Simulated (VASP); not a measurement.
# AlGa3N4 in VASP: notebook, part 2 of 2

VASP 6.6.1. Earlier steps stand in the parts before.

## Step 3: Single point, r2SCAN

This run uses another cell than the first one, of 10.06 Å³/atom.

Input file POSCAR:

```
AlGa3N4
1.0
    4.3173253160      0.0000000000      0.0000000000
    0.0000000000      4.3173253160      0.0000000000
    0.0000000000      0.0000000000      4.3173253160
Al Ga N
1 3 4
Direct
    0.0000000000      0.0000000000      0.0000000000
    0.5000000000      0.5000000000      0.0000000000
    0.5000000000      0.0000000000      0.5000000000
    0.0000000000      0.5000000000      0.5000000000
    0.7555018013      0.7555018013      0.2444981987
    0.7555018013      0.2444981987      0.7555018013
    0.2444981987      0.7555018013      0.7555018013
    0.2444981987      0.2444981987      0.2444981987
```

Input file INCAR.step1:

```
PREC = Accurate ; ENCUT = 1460
ISMEAR = 0 ; SIGMA = 0.02
LREAL = False ; LASPH = True
NELM = 120 ; NBANDS = 41
GGA = PE ; ALGO = Normal
EDIFF = 1E-5 ; LWAVE = True
LCHARG = False ; GGA_COMPAT = False
```

Input file INCAR.step2:

```
PREC = Accurate ; ENCUT = 1460
EDIFF = 1E-6 ; ISMEAR = 0
SIGMA = 0.02 ; LREAL = False
LASPH = True ; NELM = 120
ALGO = Normal ; ISIF = 2
LWAVE = False ; LCHARG = False
METAGGA = R2SCAN ; LMIXTAU = True
NBANDS = 41 ; ISTART = 1
GGA_COMPAT = False
```

Input file KPOINTS:

```
Automatic mesh
0
Gamma
  6 6 6
```

Potentials or basis: VASP PAW PBE potentials, release 64 (Al, Ga_d, N_h).

Launch:

```bash
> cat potpaw_PBE.64/Al/POTCAR potpaw_PBE.64/Ga_d/POTCAR potpaw_PBE.64/N_h/POTCAR > POTCAR
> cp INCAR.step1 INCAR
> mpirun -np 1 vasp_std > vasp.out
> cp INCAR.step2 INCAR
> mpirun -np 1 vasp_std > vasp.out
```

OUTCAR:

```text
PREC = Accurate
   ENCUT = 1460
   EDIFF = 1E-6
   ISMEAR = 0
   LREAL = False
   LASPH = True
   NELM = 120
   ISIF = 2
   METAGGA = R2SCAN
   ISTART = 1

 ion  position               nearest neighbor table
   1  0.000  0.000  0.000-   5 1.83   6 1.83   7 1.83   8 1.83   3 3.05   4 3.05   2 3.05   3 3.05
                             4 3.05   2 3.05   4 3.05   4 3.05   2 3.05   3 3.05   3 3.05   2 3.05
   2  0.500  0.500  0.000-   5 1.88   6 1.88   7 1.88   8 1.88   1 3.05   1 3.05   1 3.05   1 3.05

   3  0.500  0.000  0.500-   5 1.88   6 1.88   7 1.88   8 1.88   1 3.05   1 3.05   1 3.05   1 3.05

   4  0.000  0.500  0.500-   5 1.88   6 1.88   7 1.88   8 1.88   1 3.05   1 3.05   1 3.05   1 3.05

   5  0.756  0.756  0.244-   1 1.83   2 1.88   3 1.88   4 1.88
   6  0.756  0.244  0.756-   1 1.83   2 1.88   3 1.88   4 1.88
   7  0.244  0.756  0.756-   1 1.83   2 1.88   3 1.88   4 1.88
   8  0.244  0.244  0.244-   1 1.83   2 1.88   3 1.88   4 1.88

  LATTYP: Found a simple cubic cell.
 ALAT       =     4.3173253160

  Lattice vectors:

 A1 = (   4.3173253160,   0.0000000000,   0.0000000000)
 A2 = (   0.0000000000,   4.3173253160,   0.0000000000)
 A3 = (   0.0000000000,   0.0000000000,   4.3173253160)

Analysis of symmetry for initial positions (statically):
=====================================================================
 Subroutine PRICEL returns:
 Original cell was already a primitive cell.

 Routine SETGRP: Setting up the symmetry group for a
 simple cubic supercell.

 Subroutine GETGRP returns: Found 24 space group operations
 (whereof 24 operations were pure point group operations)
 out of a pool of 48 trial point group operations.

The static configuration has the point symmetry T_d .

Analysis of symmetry for dynamics (positions and initial velocities):
=====================================================================
 Subroutine PRICEL returns:
 Original cell was already a primitive cell.

 Routine SETGRP: Setting up the symmetry group for a
 simple cubic supercell.

 Subroutine GETGRP returns: Found 24 space group operations
 (whereof 24 operations were pure point group operations)
 out of a pool of 48 trial point group operations.

The dynamic configuration has the point symmetry T_d .

 Subroutine INISYM returns: Found 24 space group operations
 (whereof 24 operations are pure point group operations),
 and found     1 'primitive' translations

----------------------------------------------------------------------------------------

                                     Primitive cell

  volume of cell :      80.4719

  direct lattice vectors                    reciprocal lattice vectors
     4.317325316  0.000000000  0.000000000     0.231624890  0.000000000  0.000000000
     0.000000000  4.317325316  0.000000000     0.000000000  0.231624890  0.000000000
     0.000000000  0.000000000  4.317325316     0.000000000  0.000000000  0.231624890

  length of vectors
     4.317325316  4.317325316  4.317325316     0.231624890  0.231624890  0.231624890

  position of ions in fractional coordinates (direct lattice)
[... 48 lines left out ...]
  0.000000  0.000000  0.000000      1.000000
  0.166667  0.000000  0.000000      6.000000
  0.333333  0.000000  0.000000      6.000000
  0.500000  0.000000  0.000000      3.000000
  0.166667  0.166667  0.000000     12.000000
  0.333333  0.166667  0.000000     24.000000
[... 12 lines left out ...]
  0.500000  0.500000  0.333333      6.000000
  0.500000  0.500000  0.500000      1.000000
   k-points           NKPTS =     20   k-points in BZ     NKDIM =     20   number of bands    NBANDS=     41
   number of dos      NEDOS =    301   number of ions     NIONS =      8
   total plane-waves  NPLWV = 157464
   dimension x,y,z NGX =    54 NGY =   54 NGZ =   54
   dimension x,y,z NGXF=   108 NGYF=  108 NGZF=  108
   ions per type =               1   3   4
   NGX,Y,Z   is equivalent  to a cutoff of  20.79, 20.79, 20.79 a.u.
   NGXF,Y,Z  is equivalent  to a cutoff of  41.59, 41.59, 41.59 a.u.
 SYSTEM =  unknown system
   PREC   = accura    normal or accurate (medium, high low for compatibility)
   ISTART =      1    job   : 0-new  1-cont  2-samecut
   ICHARG =      0    charge: 1-file 2-atom 10-const
   ISPIN  =      1    spin polarized calculation?
   LNONCOLLINEAR =      F non collinear calculations
   LSORBIT =      F    spin-orbit coupling
   LASPH  =      T    aspherical Exc in radial PAW
   ENCUT  = 1460.0 eV 107.31 Ry   10.36 a.u.  13.45 13.45 13.45*2*pi/ulx,y,z
   NELM   =    120;   NELMIN=  2; NELMDL=  0     # of ELM steps
   EDIFF  = 0.1E-05   stopping-criterion for ELM
   LREAL  =      F    real-space projection
   EDIFFG = 0.1E-04   stopping-criterion for IOM
   NSW    =      0    number of steps for IOM
   IBRION =     -1    ionic relax: 0-MD 1-quasi-New 2-CG
   NFREE  =      0    steps in history (QN), initial steepest desc. (CG)
   ISIF   =      2    stress and relaxation
   ISYM   =      2    0-nonsym 1-usesym 2-fastsym
   POTIM  = 0.5000    time-step for ionic-motion
   TEBEG  =    0.0;   TEEND  =   0.0 temperature during run
   PSTRESS=    0.0 pullay stress
   NELECT =      62.0000    total number of electrons
   NUPDOWN=      -1.0000    fix difference up-down
   EMIN   =  10.00;   EMAX   =-10.00  energy-range for DOS
   EFERMI =   0.00;   METHOD = LEGACY
   ISMEAR =     0;   SIGMA  =   0.02  broadening in eV -4-tet -1-fermi 0-gaus
   EFERMI_NEDOS =   21; number of points for ismear=-14 and -15
   IALGO  =     38    algorithm
   IMIX   =      4    mixing-type and parameters
     AMIX     =   0.40;   BMIX     =  1.00
     AMIX_MAG =   1.60;   BMIX_MAG =  1.00
  volume/ion in A,a.u.               =      10.06        67.88
  Fermi-wavevector in a.u.,A,eV,Ry     =   1.500804  2.836108 30.645931  2.252412
  Thomas-Fermi vector in A             =   2.612257
   LORBIT       =      0    0 simple, 1 ext, 2 COOP (PROOUT), +10 PAW based schemes
   METAGGA = R2SCAN    functional components
   LHFCALC =     F    Hartree Fock is set to
   AEXX    =    0.0000 exact exchange contribution
   IVDW    =     0    specifies the selected vdW correction
   LEPSILON=     F    determine dielectric tensor
   LRPA    =     F    only Hartree local field effects (RPA)
 non-spin polarized calculation
 Gauss-broadening in eV      SIGMA  =   0.02
  energy-cutoff  :     1460.00
  volume of cell :       80.47
 maximum number of plane-waves:     10237
 NGX is ok and might be reduce to    54
   NGX = 27   NGY = 27   NGZ = 27

 number of electron      61.9999996 magnetization

 Free energy of the ion-electron system (eV)
  ---------------------------------------------------
  ext. energy  EPLUGINS =         0.00000000
  ---------------------------------------------------
  free energy    TOTEN  =       -84.21258014 eV

  energy without entropy =      -84.21258014  energy(sigma->0) =      -84.21258014

 E-fermi :   6.7420     XC(G=0): -12.9510

 val. band max:        6.6313024464   @ k =   0.0000   0.0000   0.0000
 cond. band min:      10.1925114828   @ k =   0.0000   0.0000   0.0000
 fundamental gap:      3.5612090365
 Fermi energy:         6.7419598145

 k-point     1 :       0.0000    0.0000    0.0000
  band No.  band energies     occupation
      1     -10.7068      2.00000
      2      -8.9117      2.00000
      3      -8.9117      2.00000
      4      -8.9117      2.00000
      5      -6.9348      2.00000
      6      -6.9153      2.00000
[... 869 lines left out ...]
     40      17.7746      0.00000
     41      17.7746      0.00000

------------------------ aborting loop because EDIFF is reached ----------------------------------------

  FORCE on cell =-STRESS in cart. coord.  units (eV):
  Direction    XX          YY          ZZ          XY          YZ          ZX
  --------------------------------------------------------------------------------------
  -------------------------------------------------------------------------------------
  Total       13.0188829     13.0188829     13.0188829      0.0000000     -0.0000000     -0.0000000
  in kB      259.2029736    259.2029736    259.2029736      0.0000000     -0.0000000     -0.0000000
  external PRESSURE =     259.2029736 kB  Pullay stress =       0.0000000 kB

 VOLUME and BASIS-vectors are now :
 -----------------------------------------------------------------------------
  energy-cutoff  :     1460.00
  volume of cell :       80.47
      direct lattice vectors                 reciprocal lattice vectors
     4.317325316  0.000000000  0.000000000     0.231624890  0.000000000  0.000000000
     0.000000000  4.317325316  0.000000000     0.000000000  0.231624890  0.000000000
     0.000000000  0.000000000  4.317325316     0.000000000  0.000000000  0.231624890

 POSITION                                       TOTAL-FORCE (eV/Angst)
 -----------------------------------------------------------------------------------
      0.00000      0.00000      0.00000        -0.000000      0.000000      0.000000
      2.15866      2.15866      0.00000        -0.000000      0.000000      0.000000
      2.15866      0.00000      2.15866        -0.000000      0.000000      0.000000
      0.00000      2.15866      2.15866        -0.000000      0.000000      0.000000
      3.26175      3.26175      1.05558         0.052243      0.052243     -0.052243
      3.26175      1.05558      3.26175         0.052243     -0.052243      0.052243
      1.05558      3.26175      3.26175        -0.052243      0.052243      0.052243
      1.05558      1.05558      1.05558        -0.052243     -0.052243     -0.052243
 -----------------------------------------------------------------------------------
    total drift:                               -0.000000     -0.000000     -0.000000

  FREE ENERGIE OF THE ION-ELECTRON SYSTEM (eV)
  ---------------------------------------------------
  free  energy   TOTEN  =       -84.2125801399 eV

  energy  without entropy=      -84.2125801399  energy(sigma->0) =      -84.21258014
```

Wall time 12 min (1 thread of Intel Xeon Platinum 8488C (Sapphire Rapids), shared host); peak memory 0.58 GiB.

Results:

```yaml
Free_energy: -84.2126 eV
Pressure: 25.9 GPa
Largest_force: 0.090 eV/Å
Band_gap_on_the_k_mesh: 3.56 eV
```

Forces in eV/Å, atoms in the order of the input:
```
Al   0.000  0.000  0.000
Ga   0.000  0.000  0.000
Ga   0.000  0.000  0.000
Ga   0.000  0.000  0.000
N    0.052  0.052 -0.052
N    0.052 -0.052  0.052
N   -0.052  0.052  0.052
N   -0.052 -0.052 -0.052
```

Levels at points of the mesh, in eV from the valence-band top:
| k point | band 27 | band 28 | band 29 | band 30 | band 31 | band 32 | band 33 | band 34 | band 35 | band 36 |
| --- | --- | --- | --- | --- | --- | --- | --- | --- | --- | --- |
| (0.00, 0.00, 0.00) | -2.82 | -2.82 | 0.00 | 0.00 | 0.00 | 3.56 | 4.01 | 4.01 | 4.01 | 7.78 |
| (0.50, 0.00, 0.00) | -2.90 | -1.72 | -1.72 | -1.33 | -1.33 | 5.90 | 6.01 | 7.04 | 7.04 | 9.28 |
| (0.50, 0.50, 0.00) | -3.37 | -1.13 | -1.08 | -1.08 | -0.66 | 8.04 | 8.28 | 8.41 | 8.41 | 8.58 |
| (0.50, 0.50, 0.50) | -0.84 | -0.84 | -0.74 | -0.74 | -0.74 | 6.39 | 6.39 | 6.39 | 7.68 | 10.38 |

Caveat: the cell stands under pressure; the PAW data sets were made with another functional, which shifts forces and pressure a little.
